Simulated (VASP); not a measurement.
Runs of VASP 6.6.1 on K. The structure is that of space group P6_3/mmc (No. 194), or close to it. The cells are those of the table. 

```csv
task,cell,k mesh,cutoff (eV),gap on the mesh (eV),pressure (GPa)
relaxation of cell and atoms,"relaxed from a = 4.655, b = 4.655, c = 7.602 Å, angles 90.0, 90.0, 120.0°, 2 atoms",8 × 8 × 4,600,none,0.0
single point,"a = 4.510, b = 4.510, c = 7.343 Å, angles 90.0, 90.0, 120.0°, 2 atoms",9 × 9 × 5,520,none,0.0
single point,"a = 4.569, b = 4.569, c = 7.440 Å, angles 90.0, 90.0, 120.0°, 2 atoms",9 × 9 × 5,520,none,-0.2
single point,"a = 4.510, b = 4.510, c = 7.343 Å, angles 90.0, 90.0, 120.0°, 2 atoms",13 × 13 × 7,520,none,0.0
single point,"a = 4.627, b = 4.627, c = 7.534 Å, angles 90.0, 90.0, 120.0°, 2 atoms",9 × 9 × 5,520,none,(a)
single point,"a = 4.322, b = 4.322, c = 7.037 Å, angles 90.0, 90.0, 120.0°, 2 atoms",9 × 9 × 5,520,none,(b)
single point,"a = 4.510, b = 4.510, c = 7.343 Å, angles 90.0, 90.0, 120.0°, 2 atoms",8 × 8 × 4,520,none,0.0
single point,"a = 4.449, b = 4.449, c = 7.244 Å, angles 90.0, 90.0, 120.0°, 2 atoms",9 × 9 × 5,520,none,0.2
single point,"a = 4.386, b = 4.386, c = 7.142 Å, angles 90.0, 90.0, 120.0°, 2 atoms",9 × 9 × 5,520,none,0.4
single point,"a = 4.683, b = 4.683, c = 7.626 Å, angles 90.0, 90.0, 120.0°, 2 atoms",9 × 9 × 5,520,none,-0.4
```

Alike in all rows: level LDA; potentials or basis VASP PAW LDA potentials, release 64 (K_sv); no spin polarisation; smearing fermi-dirac 0.1 eV.

Q: Fill in the values left out.

A: (a) -0.3; (b) 0.7.

A gap of «none» marks levels without a gap at the run's occupations.
